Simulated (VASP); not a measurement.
**Te: single point with PBEsol**

Te:

```
Te
1.0
     2.45586    1.41789    1.00256
    -2.45586    1.41789    1.00256
     0.00000   -2.83578    1.00256
Te
1
Direct
  0.50000 0.50000 0.50000
```

```
Program             : VASP 6.6.1
Task                : single point
Functional          : PBEsol
Potentials or basis : VASP PAW PBE potentials, release 64 (Te)
Cutoff              : 520 eV
k mesh              : 9 × 9 × 9
Occupations         : fermi-dirac, width 0.05 eV
Spin                : no spin polarisation
```

| Property | Result |
| --- | --- |
| Pressure | 30.2 GPa |
| Band gap on the k mesh | zero (band 3 reaches 17.57 eV, above the bottom of band 4 at 8.31 eV) |

Levels at points of the mesh, in eV from the Fermi level:
```
           k point  band 1  band 2  band 3  band 4  band 5  band 6  band 7  band 8
(0.00, 0.00, 0.00)  -16.88    4.93    4.93    4.93   10.65   10.65   10.65   11.54
```

Wall time 22 s on 1 thread of AMD EPYC 7R13, with other jobs on the host, peak memory 0.12 GiB.

Caveat: the PAW data sets were made with another functional, which shifts forces and pressure a little; spin-orbit coupling is left out, which moves the levels of the heavy elements.
